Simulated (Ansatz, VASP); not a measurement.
**SnO2 in VASP and in Ansatz**

```xyz
6
Lattice="4.7921 0.0000 0.0000 0.0000 4.6534 0.0000 0.0000 0.0000 3.1900" Properties=species:S:1:pos:R:3 pbc="T T T"
Sn    2.3960    2.3267    1.5950
Sn    0.0000    0.0000    0.0000
O     1.4643    1.4266    0.0000
O     3.8603    0.9001    1.5950
O     0.9317    3.7533    1.5950
O     3.3278    3.2268    0.0000
```

Change from the starting cell: strain +0.0150 x Voigt [1, -1, 0, 0, 0, 0], atoms carried along.

Alike in both runs: task single point; functional LDA; k mesh 6 × 6 × 8; occupations gaussian, width 0.05 eV; no spin polarisation.

|  | VASP | Ansatz |
| --- | --- | --- |
| version | VASP 6.6.1 | Ansatz 0.2.0 |
| potentials or method | VASP PAW LDA potentials, release 64 (Sn_d, O), cutoff 520 eV | scalar-relativistic, plane waves, PAW |
| valence electrons in the cell | 52 | 52 |

```tsv
	VASP	Ansatz	Ansatz less VASP
gap on the k mesh at the Fermi level (eV)	1.19	1.16	-0.035
least direct gap on the mesh (eV)	1.19	1.16	-0.035
pressure (GPa)	1.1	0.0	-1.08
traceless stress, the component that is largest in VASP (GPa)	-1.37	-1.25	+0.119
rms of the force components (eV/Å)	0.012	0.011	-0.0019
```

LDA's correlation is that of Perdew and Zunger in VASP and of Perdew and Wang (1992) in Ansatz. Atom by atom the forces differ by 0.010 eV/Å (rms over components).
